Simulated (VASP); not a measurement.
Here is a VASP 6.6.1 calculation.

File INCAR:

```
SYSTEM = BP
PREC = Accurate
ENCUT = 520
EDIFF = 1E-6
ISMEAR = -1
SIGMA = 0.05
LREAL = .False.
LASPH = .True.
NELM = 60
ALGO = Normal
ISIF = 2
LWAVE = .False.
LCHARG = .True.
GGA = PE
LELF = .True.
LVHAR = .True.
NBANDS = 11
```

The input KPOINTS:

```
regular mesh
0
Gamma
  15 15 15
  0 0 0
```

The input POSCAR:

```
BP
1.0
    0.0000000000      2.2690000000      2.2690000000
    2.2690000000      0.0000000000      2.2690000000
    2.2690000000      2.2690000000      0.0000000000
B P
1 1
Direct
    0.0000000000      0.0000000000      0.0000000000
    0.7500000000      0.7500000000      0.7500000000
```

Potentials or basis: VASP PAW PBE potentials, release 64 (B, P).

The run is started by

```console
$ cat potpaw_PBE.64/B/POTCAR potpaw_PBE.64/P/POTCAR > POTCAR
$ mpirun -np 1 vasp_std > vasp.out
```

Q: What does it give for the pressure?

A: 0.9 GPa.

Q: Predict the band gap on the k mesh.

A: 1.24 eV, indirect (least direct gap 3.40 eV).

A k mesh can miss the band edges.
